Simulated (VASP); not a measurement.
# P (Fm-3m) in VASP: a series of runs, part 2 of 3

VASP 6.6.1. Earlier steps stand in the parts before.

## Step 4: Relaxation of cell and atoms, r2SCAN, target pressure 15 GPa, at which the enthalpy is minimised

This run uses another cell than the first one, of 14.60 Å³/atom.

Contents of POSCAR:

```
P
1.0
    0.0000000000      1.9400000000      1.9400000000
    1.9400000000      0.0000000000      1.9400000000
    1.9400000000      1.9400000000      0.0000000000
P
1
Direct
    0.0000000000      0.0000000000      0.0000000000
```

Contents of INCAR.step1:

```
PREC = Accurate
ENCUT = 550
ISMEAR = 0
SIGMA = 0.05
LREAL = F
LASPH = T
NELM = 120
GGA = PE
ALGO = Normal
EDIFF = 1E-5
LWAVE = T
LCHARG = F
GGA_COMPAT = F
IBRION = 2
ISIF = 3
EDIFFG = -0.005
NELMIN = 4
NSW = 100
```

Contents of INCAR.step2:

```
PREC = Accurate
ENCUT = 550
EDIFF = 1E-7
ISMEAR = 0
SIGMA = 0.05
LREAL = F
LASPH = T
NELM = 120
ALGO = Normal
ISIF = 3
LWAVE = F
LCHARG = F
METAGGA = R2SCAN
LMIXTAU = T
IBRION = 2
NSW = 80
EDIFFG = -0.01
PSTRESS = 150.0
ISTART = 1
GGA_COMPAT = F
NELMIN = 4
```

Contents of KPOINTS:

```
regular mesh
0
Gamma
  19 19 19
```

Potentials or basis: VASP PAW PBE potentials, release 64 (P).

The run is started by

```bash
$ cat potpaw_PBE.64/P/POTCAR > POTCAR
$ cp INCAR.step1 INCAR
$ mpirun -np 1 vasp_std > vasp.out
$ cp INCAR.step2 INCAR
$ mpirun -np 1 vasp_std > vasp.out
```

OUTCAR:

```text
PREC = Accurate
   ENCUT = 550
   EDIFF = 1E-7
   ISMEAR = 0
   LREAL = F
   LASPH = T
   NELM = 120
   ISIF = 3
   METAGGA = R2SCAN
   IBRION = 2
   NSW = 80
   EDIFFG = -0.01
   PSTRESS = 150.0
   ISTART = 1
   NELMIN = 4

 ion  position               nearest neighbor table
   1  0.000  0.000  0.000-

  LATTYP: Found a face centered cubic cell.
 ALAT       =     3.8800000000

  Lattice vectors:

 A1 = (   0.0000000000,   1.9400000000,   1.9400000000)
 A2 = (   1.9400000000,   0.0000000000,   1.9400000000)
 A3 = (   1.9400000000,   1.9400000000,   0.0000000000)

Analysis of symmetry for initial positions (statically):
=====================================================================
 Subroutine PRICEL returns:
 Original cell was already a primitive cell.

[... 167 lines left out ...]
  free energy    TOTEN  =        -7.85703884 eV

  energy without entropy =       -7.85657304  energy(sigma->0) =       -7.85680594

 E-fermi :   9.7057     XC(G=0): -12.1902

 val. band max:        9.7023802987   @ k =  -0.4737   0.4737   0.0526
 cond. band min:       9.7269797775   @ k =   0.3158   0.2105   0.0000
 fundamental gap:      0.0245994788
 Fermi energy:         9.7056632187

 k-point     1 :       0.0000    0.0000    0.0000
  band No.  band energies     occupation
      1      -7.4983      2.00000
      2      16.9125      0.00000
      3      16.9125      0.00000
      4      16.9125      0.00000
      5      21.8009      0.00000
      6      21.8009      0.00000
[... 280 lines left out ...]
--------------------------------------- Ionic step        3  -------------------------------------------

 number of electron       5.0000000 magnetization

 Free energy of the ion-electron system (eV)
  ---------------------------------------------------
  ext. energy  EPLUGINS =         0.00000000
  ---------------------------------------------------
  free energy    TOTEN  =        -7.77933543 eV

  energy without entropy =       -7.77874627  energy(sigma->0) =       -7.77904085

 E-fermi :  11.6423     XC(G=0): -12.8386

 val. band max:       11.6407351404   @ k =   0.4737   0.2632   0.1053
 cond. band min:      11.7097122140   @ k =   0.4737   0.2632   0.0526
 fundamental gap:      0.0689770736
 Fermi energy:        11.6422711983

 k-point     1 :       0.0000    0.0000    0.0000
  band No.  band energies     occupation
      1      -7.0595      2.00000
      2      20.1473      0.00000
      3      20.1473      0.00000
      4      20.1473      0.00000
      5      23.9981      0.00000
      6      23.9981      0.00000
[... 239 lines left out ...]
  energy  without entropy=       -7.7787462714  energy(sigma->0) =       -7.77904085

  enthalpy is  TOTEN    =        -6.5750204299 eV   P V=        1.2043150051

 reached required accuracy - stopping structural energy minimisation
```

OSZICAR.step1:

```text
N       E                     dE             d eps       ncg     rms          rms(c)
DAV:   1     0.298502567708E+01    0.29850E+01   -0.22258E+03  2688   0.640E+02
DAV:   2    -0.443734807549E+01   -0.74224E+01   -0.69922E+01  3942   0.699E+01
DAV:   3    -0.452672166745E+01   -0.89374E-01   -0.88869E-01  3156   0.840E+00
[... 12 lines left out ...]
       N       E                     dE             d eps       ncg     rms          rms(c)
DAV:   1    -0.451806708528E+01   -0.69732E-05   -0.13685E-04  2910   0.775E-02    0.127E-02
DAV:   2    -0.451806467739E+01    0.24079E-05   -0.19454E-06  1452   0.139E-02    0.675E-03
DAV:   3    -0.451806348098E+01    0.11964E-05   -0.22104E-06  1470   0.103E-02    0.144E-03
DAV:   4    -0.451806341697E+01    0.64009E-07   -0.61147E-08  1374   0.284E-03
   3 F= -.45180634E+01 E0= -.45178445E+01  d E =-.430107E-04
```

Run time: 5.2 min. Hardware: 1 thread of AMD EPYC 7R43 (Zen 3), shared host; peak memory 0.12 GiB.

What came out:

| Property | Result |
| --- | --- |
| Free energy | -7.7793 eV |
| Relaxed volume | 12.86 Å³/atom |
| Relaxed cell | a = 2.630 Å, b = 2.630 Å, c = 2.630 Å, α = 60.00°, β = 60.00°, γ = 60.00° |
| Space group after relaxing (to 0.1 Å) | Fm-3m (No. 225) |
| Energy change on relaxing (the run minimises the enthalpy) | +77.7 meV/atom |
| Ionic steps | 3 |
| Pressure after relaxing | 14.9 GPa |
| Band gap on the k mesh | zero (an odd number of electrons rules out a gap without spin polarisation) |

Step by step:
| step | energy change (eV) | largest force (eV/Å) | pressure (GPa) | volume (Å³) |
| --- | --- | --- | --- | --- |
| 1 | 0.0000 | 0.0000 | 0.51 | 14.60 |
| 2 | 0.1871 | 0.0000 | 25.27 | 11.99 |
| 3 | 0.0777 | 0.0000 | 14.95 | 12.86 |

Final structure:
```
P
1.0
     0.00000    1.85970    1.85970
     1.85970    0.00000    1.85970
     1.85970    1.85970    0.00000
P
1
Direct
  0.00000 0.00000 0.00000
```

Levels at points of the mesh, in eV from the Fermi level:
```
           k point  band 1  band 2  band 3  band 4  band 5
(0.00, 0.00, 0.00)  -18.70    8.51    8.51    8.51   12.36
```

Caveat: the cell is relaxed towards a set pressure, so the run minimises the enthalpy, not the energy; the PAW data sets were made with another functional, which shifts forces and pressure a little.

## Step 5: Relaxation of cell and atoms, r2SCAN, target pressure 30 GPa, at which the enthalpy is minimised

This run uses another cell than the first one, of 14.60 Å³/atom.

POSCAR is that of step 4.

Contents of INCAR.step1:

```
PREC     = Accurate       # precision mode
ENCUT    = 550            # plane-wave cutoff, eV
ISMEAR   = 0              # smearing method
SIGMA    = 0.05           # smearing width, eV
LREAL    = F              # projectors in reciprocal space
LASPH    = T              # aspherical terms in the spheres
NELM     = 120            # most SCF steps
GGA      = PE             # functional
ALGO     = Normal         # electronic algorithm
EDIFF    = 1E-5           # SCF threshold, eV
LWAVE    = T              # write WAVECAR
LCHARG   = F              # write CHGCAR
GGA_COMPAT= F            
IBRION   = 2              # ionic algorithm
ISIF     = 3              # what is computed and relaxed
EDIFFG   = -0.005         # ionic threshold
NELMIN   = 4            
NSW      = 100            # ionic steps
```

Contents of INCAR.step2:

```
PREC     = Accurate       # precision mode
ENCUT    = 550            # plane-wave cutoff, eV
EDIFF    = 1E-7           # SCF threshold, eV
ISMEAR   = 0              # smearing method
SIGMA    = 0.05           # smearing width, eV
LREAL    = F              # projectors in reciprocal space
LASPH    = T              # aspherical terms in the spheres
NELM     = 120            # most SCF steps
ALGO     = Normal         # electronic algorithm
ISIF     = 3              # what is computed and relaxed
LWAVE    = F              # write WAVECAR
LCHARG   = F              # write CHGCAR
METAGGA  = R2SCAN         # meta-GGA
LMIXTAU  = T            
IBRION   = 2              # ionic algorithm
NSW      = 80             # ionic steps
EDIFFG   = -0.01          # ionic threshold
PSTRESS  = 300.0        
ISTART   = 1            
GGA_COMPAT= F            
NELMIN   = 4
```

Contents of KPOINTS:

```
Automatic mesh
0
Gamma
  19 19 19
```

The run is started by

```bash
$ cat potpaw_PBE.64/P/POTCAR > POTCAR
$ cp INCAR.step1 INCAR
$ mpirun -np 1 vasp_std > vasp.out
$ cp INCAR.step2 INCAR
$ mpirun -np 1 vasp_std > vasp.out
```

Wall time 10 min (1 thread of AMD EPYC 7R43 (Zen 3), shared host); peak memory 0.12 GiB.

The run converged. Its results:

| Property | Result |
| --- | --- |
| Free energy | -7.6116 eV |
| Relaxed volume | 11.65 Å³/atom |
| Relaxed cell | a = 2.544 Å, b = 2.544 Å, c = 2.544 Å, α = 60.00°, β = 60.00°, γ = 60.00° |
| Space group after relaxing (to 0.1 Å) | Fm-3m (No. 225) |
| Energy change on relaxing (the run minimises the enthalpy) | +245.4 meV/atom |
| Ionic steps | 7 |
| Pressure after relaxing | 30.0 GPa |
| Band gap on the k mesh | zero (an odd number of electrons rules out a gap without spin polarisation) |

Step by step:
```tsv
step	energy change (eV)	largest force (eV/Å)	pressure (GPa)	volume (Å³)
1	0.0000	0.0000	0.51	14.60
2	0.8840	0.0000	76.85	9.63
3	0.2265	0.0000	28.45	11.75
4	0.2424	0.0000	29.78	11.66
5	0.2527	0.0000	30.76	11.61
6	0.2368	0.0000	29.29	11.69
7	0.2454	0.0000	30.02	11.65
```

Final structure:
```xyz
1
Lattice="0.0000 1.7991 1.7991 1.7991 0.0000 1.7991 1.7991 1.7991 0.0000" Properties=species:S:1:pos:R:3 pbc="T T T"
P     0.0000    0.0000    0.0000
```

Levels at points of the mesh, in eV from the Fermi level:
```csv
k point,band 1,band 2,band 3,band 4,band 5,band 6
"(0.00, 0.00, 0.00)",-20.00,9.64,9.64,9.64,12.55,12.55
```

Caveat: the cell is relaxed towards a set pressure, so the run minimises the enthalpy, not the energy; the volume moved by over 15 % at a fixed basis, so the end points are rough; the PAW data sets were made with another functional, which shifts forces and pressure a little.

(Part 2 of 3 ends here.)
